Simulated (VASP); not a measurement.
# SiC (I-4m2) in VASP: single point with HSE06

Aim: the single point of SiC with HSE06.

Everything below comes from runs of VASP 6.6.1. Logs are shortened: lines on timing, memory, paths and dates and some standing lists are left out, and cuts for length are marked.

**1. The cell of the first run**

Symmetry: I-4m2, No. 119, tetragonal system. Conventional cell: a = 3.080 Å, b = 3.080 Å, c = 4.535 Å, α = 90.00°, β = 90.00°, γ = 90.00°. Si (site symmetry -4m2) has 4 C at 1.91 Å within 2.5 Å. C (site symmetry -4m2) has 4 Si at 1.91 Å within 2.5 Å.

**2. Single point, HSE06 (uniaxial z strain +4.1%)**

POSCAR reads:

```
SiC
1.0
    0.0000000000      2.1780523503      2.2675703018
    2.1780523503      0.0000000000      2.2675703018
    2.1780523503      2.1780523503      0.0000000000
Si C
1 1
Direct
    0.0000000000      0.0000000000      0.0000000000
    0.2500000000      0.2500000000      0.2500000000
```

INCAR.step1 reads:

```
SYSTEM = SiC
PREC = Accurate
ENCUT = 520
EDIFF = 1E-5
ISMEAR = 0
SIGMA = 0.01
LREAL = .False.
LASPH = .True.
NELM = 100
ALGO = Normal
ISIF = 2
LWAVE = .True.
LCHARG = .False.
NBANDS = 11
GGA = PE
```

INCAR.step2 reads:

```
SYSTEM = SiC
PREC = Accurate
ENCUT = 520
EDIFF = 1E-6
ISMEAR = 0
SIGMA = 0.01
LREAL = .False.
LASPH = .True.
NELM = 100
ALGO = Normal
ISIF = 2
LWAVE = .False.
LCHARG = .False.
GGA = PE
LHFCALC = .True.
HFSCREEN = 0.2079
PRECFOCK = Normal
NBANDS = 11
ISTART = 1
```

KPOINTS reads:

```
Automatic mesh
0
Gamma
  8 8 8
  0 0 0
```

Potentials or basis: VASP PAW PBE potentials, release 64 (Si, C).

Run with:

```sh
> cat potpaw_PBE.64/Si/POTCAR potpaw_PBE.64/C/POTCAR > POTCAR
> cp INCAR.step1 INCAR
> mpirun -np 1 vasp_std > vasp.out
> cp INCAR.step2 INCAR
> mpirun -np 1 vasp_std > vasp.out
```

OUTCAR:

```text
SYSTEM = SiC
   PREC = Accurate
   ENCUT = 520
   EDIFF = 1E-6
   ISMEAR = 0
   LREAL = .False.
   LASPH = .True.
   NELM = 100
   ISIF = 2
   GGA = PE
   LHFCALC = .True.
   HFSCREEN = 0.2079
   PRECFOCK = Normal
   ISTART = 1

 ion  position               nearest neighbor table
   1  0.000  0.000  0.000-   2 1.91   2 1.91   2 1.91   2 1.91
   2  0.250  0.250  0.250-   1 1.91   1 1.91   1 1.91   1 1.91

  LATTYP: Found a body centered tetragonal cell.
 ALAT       =     3.0802311734
 C/A-ratio  =     1.4723377397

  Lattice vectors:

 A1 = (  -2.1780523503,   0.0000000000,   2.2675703018)
 A2 = (   2.1780523503,   0.0000000000,   2.2675703018)
 A3 = (   0.0000000000,   2.1780523503,  -2.2675703018)

Analysis of symmetry for initial positions (statically):
=====================================================================
 Subroutine PRICEL returns:
 Original cell was already a primitive cell.

 Routine SETGRP: Setting up the symmetry group for a
 body centered tetragonal supercell.

 Subroutine GETGRP returns: Found  8 space group operations
 (whereof  8 operations were pure point group operations)
 out of a pool of 16 trial point group operations.

The static configuration has the point symmetry D_2d.

Analysis of symmetry for dynamics (positions and initial velocities):
=====================================================================
 Subroutine PRICEL returns:
 Original cell was already a primitive cell.

 Routine SETGRP: Setting up the symmetry group for a
 body centered tetragonal supercell.

 Subroutine GETGRP returns: Found  8 space group operations
 (whereof  8 operations were pure point group operations)
 out of a pool of 16 trial point group operations.

The dynamic configuration has the point symmetry D_2d.

 Subroutine INISYM returns: Found  8 space group operations
 (whereof  8 operations are pure point group operations),
 and found     1 'primitive' translations

----------------------------------------------------------------------------------------

                                     Primitive cell

  volume of cell :      21.5143

  direct lattice vectors                    reciprocal lattice vectors
     0.000000000  2.178052350  2.267570302    -0.229562894  0.229562894  0.220500330
     2.178052350  0.000000000  2.267570302     0.229562894 -0.229562894  0.220500330
     2.178052350  2.178052350  0.000000000     0.229562894  0.229562894 -0.220500330

  length of vectors
     3.144167157  3.144167157  3.080231173     0.392452086  0.392452086  0.392452086

  position of ions in fractional coordinates (direct lattice)
     0.000000000  0.000000000  0.000000000
     0.250000000  0.250000000  0.250000000

  ion indices of the primitive-cell ions
   primitive index   ion index
                 1           1
                 2           2

----------------------------------------------------------------------------------------

 KPOINTS: Automatic mesh

Automatic generation of k-mesh.
 Grid dimensions read from file:
 generate k-points for:    8    8    8

 Generating k-lattice:

  Cartesian coordinates                     Fractional coordinates (reciprocal lattice)
    -0.028695362  0.028695362  0.027562541     0.125000000  0.000000000  0.000000000
     0.028695362 -0.028695362  0.027562541     0.000000000  0.125000000  0.000000000
     0.028695362  0.028695362 -0.027562541     0.000000000  0.000000000  0.125000000

  Length of vectors
     0.049056511  0.049056511  0.049056511

  Shift w.r.t. Gamma in fractional coordinates (k-lattice)
     0.000000000  0.000000000  0.000000000

 Subroutine IBZKPT returns following result:
 ===========================================

 Found     59 irreducible k-points:

 Following reciprocal coordinates:
            Coordinates               Weight
  0.000000  0.000000  0.000000      1.000000
  0.125000  0.000000  0.000000      8.000000
  0.250000  0.000000  0.000000      8.000000
  0.375000  0.000000  0.000000      8.000000
  0.500000  0.000000  0.000000      4.000000
  0.125000  0.125000  0.000000      2.000000
[... 16 lines left out ...]
  0.250000  0.000000  0.125000     16.000000
  0.375000  0.000000  0.125000     16.000000
 [... further k-points ...]
   k-points           NKPTS =     59   k-points in BZ     NKDIM =    512   number of bands    NBANDS=     11
   number of dos      NEDOS =    301   number of ions     NIONS =      2
   total plane-waves  NPLWV =  13824
   dimension x,y,z NGX =    24 NGY =   24 NGZ =   24
   dimension x,y,z NGXF=    48 NGYF=   48 NGZF=   48
   ions per type =               1   1
   NGX,Y,Z   is equivalent  to a cutoff of  12.69, 12.69, 12.95 a.u.
   NGXF,Y,Z  is equivalent  to a cutoff of  25.38, 25.38, 25.91 a.u.
 SYSTEM =  SiC
   PREC   = accura    normal or accurate (medium, high low for compatibility)
   ISTART =      1    job   : 0-new  1-cont  2-samecut
   ICHARG =      0    charge: 1-file 2-atom 10-const
   ISPIN  =      1    spin polarized calculation?
   LNONCOLLINEAR =      F non collinear calculations
   LSORBIT =      F    spin-orbit coupling
   LASPH  =      T    aspherical Exc in radial PAW
   ENCUT  =  520.0 eV  38.22 Ry    6.18 a.u.   5.85  5.85  5.73*2*pi/ulx,y,z
   NELM   =    100;   NELMIN=  2; NELMDL=  0     # of ELM steps
   EDIFF  = 0.1E-05   stopping-criterion for ELM
   LREAL  =      F    real-space projection
   EDIFFG = 0.1E-04   stopping-criterion for IOM
   NSW    =      0    number of steps for IOM
   IBRION =     -1    ionic relax: 0-MD 1-quasi-New 2-CG
   NFREE  =      0    steps in history (QN), initial steepest desc. (CG)
   ISIF   =      2    stress and relaxation
   ISYM   =      3    0-nonsym 1-usesym 2-fastsym
   POTIM  = 0.5000    time-step for ionic-motion
   TEBEG  =    0.0;   TEEND  =   0.0 temperature during run
   PSTRESS=    0.0 pullay stress
   NELECT =       8.0000    total number of electrons
   NUPDOWN=      -1.0000    fix difference up-down
   EMIN   =  10.00;   EMAX   =-10.00  energy-range for DOS
   EFERMI =   0.00;   METHOD = LEGACY
   ISMEAR =     0;   SIGMA  =   0.01  broadening in eV -4-tet -1-fermi 0-gaus
   EFERMI_NEDOS =   21; number of points for ismear=-14 and -15
   IALGO  =     38    algorithm
   IMIX   =      1    mixing-type and parameters
     AMIX     =   0.40;   BMIX     =  1.00
     AMIX_MAG =   1.60;   BMIX_MAG =  1.00
  volume/ion in A,a.u.               =      10.76        72.59
  Fermi-wavevector in a.u.,A,eV,Ry     =   1.177233  2.224647 18.856003  1.385877
  Thomas-Fermi vector in A             =   2.313583
   LORBIT       =      0    0 simple, 1 ext, 2 COOP (PROOUT), +10 PAW based schemes
   GGA     = PE    functional components
   LHFCALC =     T    Hartree Fock is set to
   PRECFOCK=normal    Normal, Fast or Accurate (Low or Medium for compatibility)
   ENCUT4O =  -1.0   cutoff for four orbital integrals eV
   NKREDX  =     1    reduce k-point grid by
   NKREDY  =     1    reduce k-point grid by
   NKREDZ  =     1    reduce k-point grid by
   AEXX    =    0.2500 exact exchange contribution
   HFSCREEN=    0.2079 screening length (either q_TF or 0.3 A-1)
   HFSCREENC=   0.2079 screening length for correlation (either q_TF or 0.3 A-1)
   ENCUTFOCK=  -1.0 apply spherical cutoff to Coloumb kernel
   IVDW    =     0    specifies the selected vdW correction
   LEPSILON=     F    determine dielectric tensor
   LRPA    =     F    only Hartree local field effects (RPA)
 non-spin polarized calculation
 Gauss-broadening in eV      SIGMA  =   0.01
  energy-cutoff  :      520.00
  volume of cell :       21.51
 maximum number of plane-waves:       604
  NGX = 18; NGY = 18; NGZ = 18

 number of electron       8.0000001 magnetization

 Free energy of the ion-electron system (eV)
  ---------------------------------------------------
  ext. energy  EPLUGINS =         0.00000000
  ---------------------------------------------------
  free energy    TOTEN  =       -17.37159440 eV

  energy without entropy =      -17.37159440  energy(sigma->0) =      -17.37159440

 E-fermi :   7.2538     XC(G=0):  -9.2287

 val. band max:        7.1795678173   @ k =   0.0000   0.0000   0.0000
 cond. band min:       9.2168162145   @ k =   0.5000   0.0000   0.5000
 fundamental gap:      2.0372483972
 Fermi energy:         7.2538283254

 k-point     1 :       0.0000    0.0000    0.0000
  band No.  band energies     occupation
      1      -9.5927      2.00000
      2       6.8807      2.00000
      3       7.1796      2.00000
      4       7.1796      2.00000
      5      14.1054      0.00000
      6      15.3418      0.00000
      7      15.3418      0.00000
      8      15.4493      0.00000
      9      22.2090      0.00000
     10      23.5350      0.00000
     11      24.4205      0.00000

 k-point     2 :       0.1250    0.0000    0.0000
  band No.  band energies     occupation
      1      -9.2714      2.00000
      2       5.4738      2.00000
      3       6.7436      2.00000
      4       6.9916      2.00000
      5      14.3946      0.00000
      6      15.6584      0.00000
      7      15.7478      0.00000
      8      16.0044      0.00000
      9      21.1163      0.00000
     10      22.0924      0.00000
     11      24.3283      0.00000

 k-point     3 :       0.2500    0.0000    0.0000
  band No.  band energies     occupation
      1      -8.3333      2.00000
      2       2.4495      2.00000
      3       6.2331      2.00000
      4       6.6098      2.00000
      5      13.8467      0.00000
      6      15.9025      0.00000
      7      16.2141      0.00000
      8      17.6026      0.00000
      9      21.2953      0.00000
     10      21.5746      0.00000
     11      23.4175      0.00000
[... 267 lines left out ...]
 k-point    23 :       0.2500    0.0000    0.1250
  band No.  band energies     occupation
      1      -8.4091      2.00000
      2       3.4865      2.00000
      3       5.6319      2.00000
      4       6.0924      2.00000
      5      13.6635      0.00000
      6      15.6215      0.00000
      7      16.7629      0.00000
      8      17.4000      0.00000
      9      20.0614      0.00000
     10      23.0438      0.00000
     11      25.4078      0.00000

 k-point    24 :       0.3750    0.0000    0.1250
  band No.  band energies     occupation
      1      -7.1264      2.00000
      2       0.5687      2.00000
      3       5.2210      2.00000
      4       5.5770      2.00000
      5      13.3225      0.00000
      6      15.7318      0.00000
      7      16.9771      0.00000
      8      17.5669      0.00000
      9      21.4826      0.00000
     10      24.5343      0.00000
     11      25.4002      0.00000

 [... further k-points ...]
[... 5 lines left out ...]
  --------------------------------------------------------------------------------------
  -------------------------------------------------------------------------------------
  Total       -0.8172252     -0.8172252     -2.4230218      0.0000000      0.0000000     -0.0000000
  in kB      -60.8590157    -60.8590157   -180.4431983      0.0000000      0.0000000     -0.0000000
  external PRESSURE =    -100.7204099 kB  Pullay stress =       0.0000000 kB

 VOLUME and BASIS-vectors are now :
 -----------------------------------------------------------------------------
  energy-cutoff  :      520.00
  volume of cell :       21.51
      direct lattice vectors                 reciprocal lattice vectors
     0.000000000  2.178052350  2.267570302    -0.229562894  0.229562894  0.220500330
     2.178052350  0.000000000  2.267570302     0.229562894 -0.229562894  0.220500330
     2.178052350  2.178052350  0.000000000     0.229562894  0.229562894 -0.220500330

 POSITION                                       TOTAL-FORCE (eV/Angst)
 -----------------------------------------------------------------------------------
      0.00000      0.00000      0.00000         0.000000      0.000000     -0.000000
      1.08903      1.08903      1.13379         0.000000      0.000000      0.000000
 -----------------------------------------------------------------------------------
    total drift:                               -0.000000      0.000000      0.000000

  FREE ENERGIE OF THE ION-ELECTRON SYSTEM (eV)
  ---------------------------------------------------
  free  energy   TOTEN  =       -17.3715944004 eV

  energy  without entropy=      -17.3715944004  energy(sigma->0) =      -17.37159440
```

It took 60 min on 1 thread of Oxide Virtual Turin-like, shared host; peak memory 0.23 GiB.

What came out:

* Free energy: -17.3716 eV
* Pressure: -10.1 GPa
* Band gap on the k mesh: 2.04 eV (least direct gap 5.62 eV)

Caveat: the cell differs from its parent crystal (uniaxial z strain +4.1%); the stress differs along the axes, from -18 to -6 GPa; the PAW data sets were made with another functional, which shifts forces and pressure a little.
